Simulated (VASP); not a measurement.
# Rh (I4/mmm) in VASP: single point with PBEsol

Aim: the single point of Rh with PBEsol.

All numbers are computed with VASP 6.6.1; they aren't measurements. Logs are shortened: lines on timing, memory, paths and dates and some standing lists are left out, and cuts for length are marked.

### 1 The cell of the first run

It takes space group I4/mmm (No. 139, tetragonal). The conventional cell has a = 2.770 Å, b = 2.770 Å, c = 3.689 Å, α = 90.00°, β = 90.00°, γ = 90.00°. Rh (site symmetry 4/mmm) has 12 Rh at 2.69 to 2.77 Å within 3.5 Å.

### 2 Single point, PBEsol (strain +0.030 along x and y, -0.030 along z)

INCAR reads:

```
PREC = Accurate
ENCUT = 520
EDIFF = 1E-6
ISMEAR = 0
SIGMA = 0.15
LREAL = F
LASPH = T
NELM = 80
ALGO = Fast
ISIF = 2
LWAVE = F
LCHARG = F
GGA = PS
NBANDS = 14
```

KPOINTS reads:

```
Automatic mesh
0
Gamma
  22 22 22
```

POSCAR reads:

```
Rh
1.0
    0.0000000000      1.9585965000      1.8445035000
    1.9585965000      0.0000000000      1.8445035000
    1.9585965000      1.9585965000      0.0000000000
Rh
1
Direct
    0.0000000000      0.0000000000      0.0000000000
```

Potentials or basis: VASP PAW PBE potentials, release 64 (Rh_pv).

Command:

```sh
$ cat potpaw_PBE.64/Rh_pv/POTCAR > POTCAR
$ mpirun -np 1 vasp_std > vasp.out
```

OUTCAR:

```text
PREC = Accurate
   ENCUT = 520
   EDIFF = 1E-6
   ISMEAR = 0
   LREAL = F
   LASPH = T
   NELM = 80
   ISIF = 2
   GGA = PS

 ion  position               nearest neighbor table
   1  0.000  0.000  0.000-

  LATTYP: Found a body centered tetragonal cell.
 ALAT       =     2.7698737335
 C/A-ratio  =     1.3318321898

  Lattice vectors:

 A1 = (   0.0000000000,  -1.9585965000,  -1.8445035000)
 A2 = (   0.0000000000,   1.9585965000,  -1.8445035000)
 A3 = (   1.9585965000,   0.0000000000,   1.8445035000)

Analysis of symmetry for initial positions (statically):
=====================================================================
 Subroutine PRICEL returns:
 Original cell was already a primitive cell.

 Routine SETGRP: Setting up the symmetry group for a
 body centered tetragonal supercell.

 Subroutine GETGRP returns: Found 16 space group operations
 (whereof 16 operations were pure point group operations)
 out of a pool of 16 trial point group operations.

The static configuration has the point symmetry D_4h.

Analysis of symmetry for dynamics (positions and initial velocities):
=====================================================================
 Subroutine PRICEL returns:
 Original cell was already a primitive cell.

 Routine SETGRP: Setting up the symmetry group for a
 body centered tetragonal supercell.

 Subroutine GETGRP returns: Found 16 space group operations
 (whereof 16 operations were pure point group operations)
 out of a pool of 16 trial point group operations.

The dynamic configuration has the point symmetry D_4h.

 Subroutine INISYM returns: Found 16 space group operations
 (whereof 16 operations are pure point group operations),
 and found     1 'primitive' translations

----------------------------------------------------------------------------------------

                                     Primitive cell

  volume of cell :      14.1514

  direct lattice vectors                    reciprocal lattice vectors
     0.000000000  1.958596500  1.844503500    -0.255284843  0.255284843  0.271075658
     1.958596500  0.000000000  1.844503500     0.255284843 -0.255284843  0.271075658
     1.958596500  1.958596500  0.000000000     0.255284843  0.255284843 -0.271075658

  length of vectors
     2.690407666  2.690407666  2.769873734     0.451467291  0.451467291  0.451467291

  position of ions in fractional coordinates (direct lattice)
     0.000000000  0.000000000  0.000000000

  ion indices of the primitive-cell ions
   primitive index   ion index
                 1           1

----------------------------------------------------------------------------------------

 KPOINTS: Automatic mesh

Automatic generation of k-mesh.
 Grid dimensions read from file:
 generate k-points for:   22   22   22

 Generating k-lattice:

  Cartesian coordinates                     Fractional coordinates (reciprocal lattice)
    -0.011603856  0.011603856  0.012321621     0.045454545  0.000000000  0.000000000
     0.011603856 -0.011603856  0.012321621     0.000000000  0.045454545  0.000000000
     0.011603856  0.011603856 -0.012321621    -0.000000000 -0.000000000  0.045454545

  Length of vectors
     0.020521240  0.020521240  0.020521240

  Shift w.r.t. Gamma in fractional coordinates (k-lattice)
     0.000000000  0.000000000  0.000000000

 Subroutine IBZKPT returns following result:
 ===========================================

 Found    834 irreducible k-points:

 Following reciprocal coordinates:
            Coordinates               Weight
  0.000000  0.000000  0.000000      1.000000
  0.045455 -0.000000  0.000000      8.000000
  0.090909 -0.000000  0.000000      8.000000
  0.136364  0.000000  0.000000      8.000000
  0.181818 -0.000000  0.000000      8.000000
  0.227273 -0.000000  0.000000      8.000000
[... 16 lines left out ...]
  0.500000  0.045455  0.000000      8.000000
 -0.454545  0.045455  0.000000      8.000000
 [... further k-points ...]
   k-points           NKPTS =    834   k-points in BZ     NKDIM =    834   number of bands    NBANDS=     14
   number of dos      NEDOS =    301   number of ions     NIONS =      1
   total plane-waves  NPLWV =   9600
   dimension x,y,z NGX =    20 NGY =   20 NGZ =   24
   dimension x,y,z NGXF=    40 NGYF=   40 NGZF=   48
   ions per type =               1
   NGX,Y,Z   is equivalent  to a cutoff of  12.36, 12.36, 14.40 a.u.
   NGXF,Y,Z  is equivalent  to a cutoff of  24.72, 24.72, 28.81 a.u.
 SYSTEM =  unknown system
   PREC   = accura    normal or accurate (medium, high low for compatibility)
   ISTART =      0    job   : 0-new  1-cont  2-samecut
   ICHARG =      2    charge: 1-file 2-atom 10-const
   ISPIN  =      1    spin polarized calculation?
   LNONCOLLINEAR =      F non collinear calculations
   LSORBIT =      F    spin-orbit coupling
   LASPH  =      T    aspherical Exc in radial PAW
   ENCUT  =  520.0 eV  38.22 Ry    6.18 a.u.   5.00  5.00  5.15*2*pi/ulx,y,z
   NELM   =     80;   NELMIN=  2; NELMDL= -5     # of ELM steps
   EDIFF  = 0.1E-05   stopping-criterion for ELM
   LREAL  =      F    real-space projection
   EDIFFG = 0.1E-04   stopping-criterion for IOM
   NSW    =      0    number of steps for IOM
   IBRION =     -1    ionic relax: 0-MD 1-quasi-New 2-CG
   NFREE  =      0    steps in history (QN), initial steepest desc. (CG)
   ISIF   =      2    stress and relaxation
   ISYM   =      2    0-nonsym 1-usesym 2-fastsym
   POTIM  = 0.5000    time-step for ionic-motion
   TEBEG  =    0.0;   TEEND  =   0.0 temperature during run
   PSTRESS=    0.0 pullay stress
   NELECT =      15.0000    total number of electrons
   NUPDOWN=      -1.0000    fix difference up-down
   EMIN   =  10.00;   EMAX   =-10.00  energy-range for DOS
   EFERMI =   0.00;   METHOD = LEGACY
   ISMEAR =     0;   SIGMA  =   0.15  broadening in eV -4-tet -1-fermi 0-gaus
   EFERMI_NEDOS =   21; number of points for ismear=-14 and -15
   IALGO  =     68    algorithm
   IMIX   =      4    mixing-type and parameters
     AMIX     =   0.40;   BMIX     =  1.00
     AMIX_MAG =   1.60;   BMIX_MAG =  1.00
  volume/ion in A,a.u.               =      14.15        95.50
  Fermi-wavevector in a.u.,A,eV,Ry     =   1.669189  3.154309 37.908430  2.786191
  Thomas-Fermi vector in A             =   2.754905
   LORBIT       =      0    0 simple, 1 ext, 2 COOP (PROOUT), +10 PAW based schemes
   GGA     = PS    functional components
   LHFCALC =     F    Hartree Fock is set to
   AEXX    =    0.0000 exact exchange contribution
   IVDW    =     0    specifies the selected vdW correction
   LEPSILON=     F    determine dielectric tensor
   LRPA    =     F    only Hartree local field effects (RPA)
 non-spin polarized calculation
 RMM-DIIS sequential band-by-band and
 Gauss-broadening in eV      SIGMA  =   0.15
  energy-cutoff  :      520.00
  volume of cell :       14.15
 maximum number of plane-waves:       398
   NGX =  9   NGY =  9   NGZ = 11

 number of electron      15.0000001 magnetization

 Free energy of the ion-electron system (eV)
  ---------------------------------------------------
  ext. energy  EPLUGINS =         0.00000000
  ---------------------------------------------------
  free energy    TOTEN  =        -8.09659286 eV

  energy without entropy =       -8.08079358  energy(sigma->0) =       -8.08869322

 E-fermi :  11.2215     XC(G=0): -14.0321

 val. band max:       11.2197373506   @ k =  -0.0909   0.3636   0.3182
 cond. band min:      11.2234361012   @ k =   0.4545  -0.0000   0.3636
 fundamental gap:      0.0036987506
 Fermi energy:        11.2215134688

 k-point     1 :       0.0000    0.0000    0.0000
  band No.  band energies     occupation
      1     -35.0588      2.00000
      2     -35.0588      2.00000
      3     -35.0255      2.00000
      4       3.3922      2.00000
      5       8.0952      2.00000
      6       8.0952      2.00000
      7       8.6873      2.00000
      8       9.9091      2.00000
      9      10.6277      2.00000
     10      27.2468      0.00000
     11      31.6919      0.00000
     12      31.8816      0.00000
     13      31.8816      0.00000
     14      33.7325      0.00000

 k-point     2 :       0.0455   -0.0000    0.0000
  band No.  band energies     occupation
      1     -35.0689      2.00000
      2     -35.0613      2.00000
      3     -35.0307      2.00000
      4       3.4739      2.00000
      5       8.0866      2.00000
      6       8.1268      2.00000
      7       8.6905      2.00000
      8       9.8978      2.00000
      9      10.6042      2.00000
     10      27.3617      0.00000
     11      31.6182      0.00000
     12      31.7008      0.00000
     13      31.9972      0.00000
     14      33.5905      0.00000

 k-point     3 :       0.0909   -0.0000    0.0000
  band No.  band energies     occupation
      1     -35.1050      2.00000
      2     -35.0686      2.00000
      3     -35.0393      2.00000
      4       3.7124      2.00000
      5       8.0484      2.00000
      6       8.2111      2.00000
      7       8.7179      2.00000
      8       9.8759      2.00000
      9      10.5425      2.00000
     10      27.6792      0.00000
     11      30.7825      0.00000
     12      31.6947      0.00000
     13      32.3367      0.00000
     14      33.6441      0.00000
[... 324 lines left out ...]
 k-point    23 :       0.5000    0.0455    0.0000
  band No.  band energies     occupation
      1     -35.7108      2.00000
      2     -35.1840      2.00000
      3     -35.1105      2.00000
      4       5.3661      2.00000
      5       7.9467      2.00000
      6       8.4901      2.00000
      7      10.8946      1.99795
      8      11.9476      0.00000
      9      12.6644      0.00000
     10      19.5734      0.00000
     11      26.7395      0.00000
     12      31.4910      0.00000
     13      31.6936      0.00000
     14      32.6080      0.00000

 k-point    24 :      -0.4545    0.0455    0.0000
  band No.  band energies     occupation
      1     -35.7043      2.00000
      2     -35.1806      2.00000
      3     -35.1126      2.00000
      4       5.3752      2.00000
      5       7.9501      2.00000
      6       8.4929      2.00000
      7      10.9065      1.99702
      8      11.8441      0.00000
      9      12.5541      0.00000
     10      19.7599      0.00000
     11      26.7797      0.00000
     12      31.6935      0.00000
     13      31.7639      0.00000
     14      32.4581      0.00000

 [... further k-points ...]

------------------------ aborting loop because EDIFF is reached ----------------------------------------

  FORCE on cell =-STRESS in cart. coord.  units (eV):
  Direction    XX          YY          ZZ          XY          YZ          ZX
  --------------------------------------------------------------------------------------
  -------------------------------------------------------------------------------------
  Total       -1.4205805     -1.4205805     -0.2961340      0.0000000      0.0000000      0.0000000
  in kB     -160.8336801   -160.8336801    -33.5273641      0.0000000      0.0000000      0.0000000
  external PRESSURE =    -118.3982414 kB  Pullay stress =       0.0000000 kB

 VOLUME and BASIS-vectors are now :
 -----------------------------------------------------------------------------
  energy-cutoff  :      520.00
  volume of cell :       14.15
      direct lattice vectors                 reciprocal lattice vectors
     0.000000000  1.958596500  1.844503500    -0.255284843  0.255284843  0.271075658
     1.958596500  0.000000000  1.844503500     0.255284843 -0.255284843  0.271075658
     1.958596500  1.958596500  0.000000000     0.255284843  0.255284843 -0.271075658

 POSITION                                       TOTAL-FORCE (eV/Angst)
 -----------------------------------------------------------------------------------
      0.00000      0.00000      0.00000        -0.000000      0.000000      0.000000
 -----------------------------------------------------------------------------------
    total drift:                                0.000000     -0.000000      0.000000

  FREE ENERGIE OF THE ION-ELECTRON SYSTEM (eV)
  ---------------------------------------------------
  free  energy   TOTEN  =        -8.0965928621 eV

  energy  without entropy=       -8.0807935793  energy(sigma->0) =       -8.08869322
```

It took 2.4 min on 1 thread of Intel Xeon 8259CL, shared host; peak memory 0.26 GiB.

Results:

- Free energy: -8.0966 eV
- Pressure: -11.8 GPa
- Band gap on the k mesh: zero (an odd number of electrons rules out a gap without spin polarisation)

Stress tensor (GPa, compression positive):
```
-16.08   0.00   0.00
  0.00 -16.08   0.00
  0.00   0.00  -3.35
```

Caveat: the cell differs from its parent crystal (strain +0.030 along x and y, -0.030 along z); the cell stands under tension; the PAW data sets were made with another functional, which shifts forces and pressure a little.
